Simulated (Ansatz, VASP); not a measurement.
# Mg3CdSe4 in VASP and in Ansatz

```
Mg Cd Se
1.0
    -4.29590    4.29590    2.85885
     4.29590   -4.29590    2.85885
     4.29590    4.29590   -2.85885
Mg Cd Se
3 1 4
Direct
  0.75000 0.25000 0.50000
  0.25000 0.75000 0.50000
  0.00000 0.00000 0.00000
  0.50000 0.50000 0.00000
  0.50000 0.78234 0.28234
  0.50000 0.21766 0.71766
  0.21766 0.50000 0.71766
  0.78234 0.50000 0.28234
```

Alike in both runs: task relaxation of cell and atoms; functional PBE; k mesh 3 × 3 × 3; occupations gaussian, width 0.15 eV; no spin polarisation.

```csv
,VASP,Ansatz
version,VASP 6.6.1,Ansatz 0.2.0
potentials or method,"VASP PAW PBE potentials, release 64 (Mg, Cd, Se), cutoff 600 eV","scalar-relativistic, plane waves, PAW"
valence electrons in the cell,42,114
```

Ansatz gave:

| Quantity | Value |
| --- | --- |
| gap on the k mesh at the Fermi level, each at its own relaxed structure (eV) | none |
| relaxed volume (Å³/atom) | 35.46 |
| relaxed length of the cell vector where the two differ most in proportion (Å) | 7.330 |

**Question.** Which values does VASP return?

**Answer.** gap on the k mesh at the Fermi level, each at its own relaxed structure (eV): none; relaxed volume (Å³/atom): 35.95; relaxed length of the cell vector where the two differ most in proportion (Å): 7.215.

A gap of «none» marks a metal or a gap that the smearing closes. VASP's potentials hold 42 valence electrons a cell and Ansatz's 114, so a difference there can come from the potentials and not from the codes.

The k mesh is coarse, so the values compare programs but aren't converged. Noted on VASP's run: the volume moved by over 15 % at a fixed basis, so the end points are rough.
